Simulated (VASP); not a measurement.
# As (Im-3m) in VASP: a series of runs

As is run at these levels: r2SCAN; tasks: single point.

Program: VASP 6.6.1. These are calculated values, not measurements. Logs are shortened: lines on timing, memory, paths and dates and some standing lists are left out, and cuts for length are marked.

### Step 1. The cell of the first run

It takes space group Im-3m (No. 229, cubic). Conventional cell: a = 3.351 Å, b = 3.351 Å, c = 3.351 Å, α = 90.00°, β = 90.00°, γ = 90.00°. As (site symmetry m-3m) has 14 As at 2.90 to 3.35 Å within 3.8 Å.

### Step 2. Single point, r2SCAN

File POSCAR:

```
As
1.0
   -1.6753126093      1.6753126093      1.6753126093
    1.6753126093     -1.6753126093      1.6753126093
    1.6753126093      1.6753126093     -1.6753126093
As
1
Direct
    0.0000000000      0.0000000000      0.0000000000
```

File INCAR.step1:

```
SYSTEM = As
PREC = Accurate ; ENCUT = 550
ISMEAR = -1 ; SIGMA = 0.1
LREAL = .False. ; LASPH = .True.
NELM = 120 ; NBANDS = 8
GGA = PE ; ALGO = Normal
EDIFF = 1E-5 ; LWAVE = .True.
LCHARG = .False. ; GGA_COMPAT = .False.
```

File INCAR.step2:

```
SYSTEM = As
PREC = Accurate ; ENCUT = 550
EDIFF = 1E-6 ; ISMEAR = -1
SIGMA = 0.1 ; LREAL = .False.
LASPH = .True. ; NELM = 120
ALGO = Normal ; ISIF = 2
LWAVE = .False. ; LCHARG = .False.
METAGGA = R2SCAN ; LMIXTAU = .True.
NBANDS = 8 ; ISTART = 1
GGA_COMPAT = .False.
```

File KPOINTS:

```
regular mesh
0
Gamma
  15 15 15
  0 0 0
```

Potentials or basis: VASP PAW PBE potentials, release 64 (As).

Started as:

```
> cat potpaw_PBE.64/As/POTCAR > POTCAR
> cp INCAR.step1 INCAR
> mpirun -np 1 vasp_std > vasp.out
> cp INCAR.step2 INCAR
> mpirun -np 1 vasp_std > vasp.out
```

OUTCAR:

```text
SYSTEM = As
   PREC = Accurate
   ENCUT = 550
   EDIFF = 1E-6
   ISMEAR = -1
   LREAL = .False.
   LASPH = .True.
   NELM = 120
   ISIF = 2
   METAGGA = R2SCAN
   ISTART = 1

 ion  position               nearest neighbor table
   1  0.000  0.000  0.000-

  LATTYP: Found a body centered cubic cell.
 ALAT       =     3.3506252186

  Lattice vectors:

 A1 = (  -1.6753126093,   1.6753126093,   1.6753126093)
 A2 = (   1.6753126093,  -1.6753126093,   1.6753126093)
 A3 = (   1.6753126093,   1.6753126093,  -1.6753126093)

Analysis of symmetry for initial positions (statically):
=====================================================================
 Subroutine PRICEL returns:
 Original cell was already a primitive cell.

 Routine SETGRP: Setting up the symmetry group for a
 body centered cubic supercell.

 Subroutine GETGRP returns: Found 48 space group operations
 (whereof 48 operations were pure point group operations)
 out of a pool of 48 trial point group operations.

The static configuration has the point symmetry O_h .

Analysis of symmetry for dynamics (positions and initial velocities):
=====================================================================
 Subroutine PRICEL returns:
 Original cell was already a primitive cell.

 Routine SETGRP: Setting up the symmetry group for a
 body centered cubic supercell.

 Subroutine GETGRP returns: Found 48 space group operations
 (whereof 48 operations were pure point group operations)
 out of a pool of 48 trial point group operations.

The dynamic configuration has the point symmetry O_h .

 Subroutine INISYM returns: Found 48 space group operations
 (whereof 48 operations are pure point group operations),
 and found     1 'primitive' translations

----------------------------------------------------------------------------------------

                                     Primitive cell

  volume of cell :      18.8082

  direct lattice vectors                    reciprocal lattice vectors
    -1.675312609  1.675312609  1.675312609     0.000000000  0.298451762  0.298451762
     1.675312609 -1.675312609  1.675312609     0.298451762  0.000000000  0.298451762
     1.675312609  1.675312609 -1.675312609     0.298451762  0.298451762  0.000000000

  length of vectors
     2.901726558  2.901726558  2.901726558     0.422074529  0.422074529  0.422074529

  position of ions in fractional coordinates (direct lattice)
     0.000000000  0.000000000  0.000000000

  ion indices of the primitive-cell ions
   primitive index   ion index
                 1           1

----------------------------------------------------------------------------------------

 KPOINTS: regular mesh

Automatic generation of k-mesh.
 Grid dimensions read from file:
 generate k-points for:   15   15   15

 Generating k-lattice:

  Cartesian coordinates                     Fractional coordinates (reciprocal lattice)
     0.000000000  0.019896784  0.019896784     0.066666667  0.000000000  0.000000000
     0.019896784  0.000000000  0.019896784     0.000000000  0.066666667  0.000000000
     0.019896784  0.019896784  0.000000000     0.000000000  0.000000000  0.066666667

  Length of vectors
     0.028138302  0.028138302  0.028138302

  Shift w.r.t. Gamma in fractional coordinates (k-lattice)
     0.000000000  0.000000000  0.000000000

 Subroutine IBZKPT returns following result:
 ===========================================

 Found    120 irreducible k-points:

 Following reciprocal coordinates:
            Coordinates               Weight
  0.000000  0.000000  0.000000      1.000000
  0.066667  0.000000  0.000000     12.000000
  0.133333  0.000000  0.000000     12.000000
  0.200000  0.000000  0.000000     12.000000
  0.266667  0.000000  0.000000     12.000000
  0.333333  0.000000  0.000000     12.000000
[... 16 lines left out ...]
  0.333333  0.200000  0.000000     48.000000
  0.400000  0.200000  0.000000     24.000000
 [... further k-points ...]
   k-points           NKPTS =    120   k-points in BZ     NKDIM =    120   number of bands    NBANDS=      8
   number of dos      NEDOS =    301   number of ions     NIONS =      1
   total plane-waves  NPLWV =  13824
   dimension x,y,z NGX =    24 NGY =   24 NGZ =   24
   dimension x,y,z NGXF=    48 NGYF=   48 NGZF=   48
   ions per type =               1
   NGX,Y,Z   is equivalent  to a cutoff of  13.75, 13.75, 13.75 a.u.
   NGXF,Y,Z  is equivalent  to a cutoff of  27.50, 27.50, 27.50 a.u.
 SYSTEM =  As
   PREC   = accura    normal or accurate (medium, high low for compatibility)
   ISTART =      1    job   : 0-new  1-cont  2-samecut
   ICHARG =      0    charge: 1-file 2-atom 10-const
   ISPIN  =      1    spin polarized calculation?
   LNONCOLLINEAR =      F non collinear calculations
   LSORBIT =      F    spin-orbit coupling
   LASPH  =      T    aspherical Exc in radial PAW
   ENCUT  =  550.0 eV  40.42 Ry    6.36 a.u.   5.55  5.55  5.55*2*pi/ulx,y,z
   NELM   =    120;   NELMIN=  2; NELMDL=  0     # of ELM steps
   EDIFF  = 0.1E-05   stopping-criterion for ELM
   LREAL  =      F    real-space projection
   EDIFFG = 0.1E-04   stopping-criterion for IOM
   NSW    =      0    number of steps for IOM
   IBRION =     -1    ionic relax: 0-MD 1-quasi-New 2-CG
   NFREE  =      0    steps in history (QN), initial steepest desc. (CG)
   ISIF   =      2    stress and relaxation
   ISYM   =      2    0-nonsym 1-usesym 2-fastsym
   POTIM  = 0.5000    time-step for ionic-motion
   TEBEG  =    0.0;   TEEND  =   0.0 temperature during run
   PSTRESS=    0.0 pullay stress
   NELECT =       5.0000    total number of electrons
   NUPDOWN=      -1.0000    fix difference up-down
   EMIN   =  10.00;   EMAX   =-10.00  energy-range for DOS
   EFERMI =   0.00;   METHOD = LEGACY
   ISMEAR =    -1;   SIGMA  =   0.10  broadening in eV -4-tet -1-fermi 0-gaus
   EFERMI_NEDOS =   21; number of points for ismear=-14 and -15
   IALGO  =     38    algorithm
   IMIX   =      4    mixing-type and parameters
     AMIX     =   0.40;   BMIX     =  1.00
     AMIX_MAG =   1.60;   BMIX_MAG =  1.00
  volume/ion in A,a.u.               =      18.81       126.92
  Fermi-wavevector in a.u.,A,eV,Ry     =   1.052646  1.989212 15.076118  1.108063
  Thomas-Fermi vector in A             =   2.187737
   LORBIT       =      0    0 simple, 1 ext, 2 COOP (PROOUT), +10 PAW based schemes
   METAGGA = R2SCAN    functional components
   LHFCALC =     F    Hartree Fock is set to
   AEXX    =    0.0000 exact exchange contribution
   IVDW    =     0    specifies the selected vdW correction
   LEPSILON=     F    determine dielectric tensor
   LRPA    =     F    only Hartree local field effects (RPA)
 non-spin polarized calculation
  energy-cutoff  :      550.00
  volume of cell :       18.81
 maximum number of plane-waves:       567
   NGX = 11   NGY = 11   NGZ = 11

 number of electron       5.0000000 magnetization

 Free energy of the ion-electron system (eV)
  ---------------------------------------------------
  ext. energy  EPLUGINS =         0.00000000
  ---------------------------------------------------
  free energy    TOTEN  =       -14.10265624 eV

  energy without entropy =      -14.08370491  energy(sigma->0) =      -14.09318057

 E-fermi :   6.4441     XC(G=0): -11.3672

 val. band max:        6.3306722377   @ k =  -0.2667   0.4000   0.0667
 cond. band min:       6.4599890529   @ k =  -0.2667   0.3333   0.2000
 fundamental gap:      0.1293168152
 Fermi energy:         6.4441374472

 k-point     1 :       0.0000    0.0000    0.0000
  band No.  band energies     occupation
      1      -9.4231      2.00000
      2      12.7279      0.00000
      3      12.7279      0.00000
      4      12.7279      0.00000
      5      20.0773      0.00000
      6      20.0773      0.00000
      7      20.0773      0.00000
      8      22.7508      0.00000

 k-point     2 :       0.0667    0.0000    0.0000
  band No.  band energies     occupation
      1      -9.3054      2.00000
      2      11.9314      0.00000
      3      12.3809      0.00000
      4      12.6606      0.00000
      5      19.5705      0.00000
      6      19.8242      0.00000
      7      20.6396      0.00000
      8      22.2827      0.00000

 k-point     3 :       0.1333    0.0000    0.0000
  band No.  band energies     occupation
      1      -8.9535      2.00000
      2      10.0505      0.00000
      3      11.5777      0.00000
      4      12.4674      0.00000
      5      18.5753      0.00000
      6      18.7291      0.00000
      7      22.0884      0.00000
      8      22.1632      0.00000

 k-point     4 :       0.2000    0.0000    0.0000
  band No.  band energies     occupation
      1      -8.3718      2.00000
      2       7.7593      0.00000
      3      10.6639      0.00000
      4      12.1793      0.00000
      5      17.4919      0.00000
      6      17.5788      0.00000
      7      22.2715      0.00000
      8      22.6415      0.00000

 k-point     5 :       0.2667    0.0000    0.0000
  band No.  band energies     occupation
      1      -7.5704      2.00000
      2       5.4069      1.99994
      3       9.8289      0.00000
      4      11.8496      0.00000
      5      16.4734      0.00000
      6      16.7305      0.00000
      7      22.6225      0.00000
      8      23.3852      0.00000
[... 177 lines left out ...]
 k-point    22 :       0.2667    0.2000   -0.0000
  band No.  band energies     occupation
      1      -5.3208      2.00000
      2       2.5218      2.00000
      3       5.4814      1.99987
      4       9.9810      0.00000
      5      16.9459      0.00000
      6      19.2262      0.00000
      7      23.0350      0.00000
      8      25.2294      0.00000

 k-point    23 :       0.3333    0.2000    0.0000
  band No.  band energies     occupation
      1      -4.2935      2.00000
      2       1.0881      2.00000
      3       4.8945      2.00000
      4       9.7313      0.00000
      5      16.7871      0.00000
      6      19.7917      0.00000
      7      23.1132      0.00000
      8      24.8593      0.00000

 k-point    24 :       0.4000    0.2000    0.0000
  band No.  band energies     occupation
      1      -3.7676      2.00000
      2       0.4070      2.00000
      3       4.7141      2.00000
      4       9.6459      0.00000
      5      16.7214      0.00000
      6      20.0645      0.00000
      7      23.4741      0.00000
      8      24.0379      0.00000

 [... further k-points ...]

------------------------ aborting loop because EDIFF is reached ----------------------------------------

  FORCE on cell =-STRESS in cart. coord.  units (eV):
  Direction    XX          YY          ZZ          XY          YZ          ZX
  --------------------------------------------------------------------------------------
  -------------------------------------------------------------------------------------
  Total       -0.0319075     -0.0319075     -0.0319075      0.0000000     -0.0000000     -0.0000000
  in kB       -2.7180370     -2.7180370     -2.7180370      0.0000000     -0.0000000     -0.0000000
  external PRESSURE =      -2.7180370 kB  Pullay stress =       0.0000000 kB

 VOLUME and BASIS-vectors are now :
 -----------------------------------------------------------------------------
  energy-cutoff  :      550.00
  volume of cell :       18.81
      direct lattice vectors                 reciprocal lattice vectors
    -1.675312609  1.675312609  1.675312609     0.000000000  0.298451762  0.298451762
     1.675312609 -1.675312609  1.675312609     0.298451762  0.000000000  0.298451762
     1.675312609  1.675312609 -1.675312609     0.298451762  0.298451762  0.000000000

 POSITION                                       TOTAL-FORCE (eV/Angst)
 -----------------------------------------------------------------------------------
      0.00000      0.00000      0.00000         0.000000     -0.000000      0.000000
 -----------------------------------------------------------------------------------
    total drift:                                0.000000     -0.000000      0.000000

  FREE ENERGIE OF THE ION-ELECTRON SYSTEM (eV)
  ---------------------------------------------------
  free  energy   TOTEN  =       -14.1026562384 eV

  energy  without entropy=      -14.0837049097  energy(sigma->0) =      -14.09318057
```

Run time: 34 s. Hardware: 1 thread of Intel Xeon 6975P-C, shared host; peak memory 0.15 GiB.

What came out:

```yaml
Free_energy: -14.1027 eV
Pressure: -0.3 GPa
```

Levels at points of the mesh, in eV from the Fermi level:
```tsv
k point	band 1	band 2	band 3	band 4	band 5
(0.00, 0.00, 0.00)	-15.87	6.28	6.28	6.28	13.63
```

Caveat: the PAW data sets were made with another functional, which shifts forces and pressure a little.

[end of part 1 of 2]
